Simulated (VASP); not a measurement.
TiC, 2 atoms in the cell. Symmetry: Fm-3m, No. 225, cubic system. Conventional cell: a = 4.331 Å, b = 4.331 Å, c = 4.331 Å, α = 90.00°, β = 90.00°, γ = 90.00°. Within 2.9 Å of Ti (site symmetry m-3m) lie 6 C at 2.17 Å. Within 2.9 Å of C (site symmetry m-3m) lie 6 Ti at 2.17 Å. 

| Quantity | Value |
| --- | --- |
| Program | VASP 6.6.1 |
| Task | single point |
| Functional | LDA |
| Potentials or basis | VASP PAW LDA potentials, release 64 (Ti_sv, C) |
| Cutoff | 520 eV |
| k mesh | 11 × 11 × 11 |
| Occupations | fermi-dirac, width 0.05 eV |
| Spin | no spin polarisation |
| Dipole correction | no |
| Further INCAR settings | ALGO = Normal; EDIFF = 1e-07; NBANDS = 15 |

Potentials or basis: VASP PAW LDA potentials, release 64 (Ti_sv, C).

Launch:

```bash
$ cat potpaw_LDA.64/Ti_sv/POTCAR potpaw_LDA.64/C/POTCAR > POTCAR
$ mpirun -np 1 vasp_std > vasp.out
```

Hardware: 1 thread of AMD EPYC 7R13, on a shared host.

Task: Estimate the wall time of this run.

Result: Run time: 29 s on 1 thread of AMD EPYC 7R13, with other jobs on the host, peak memory 0.11 GiB. Counts: scf iterations 15, k points 56.
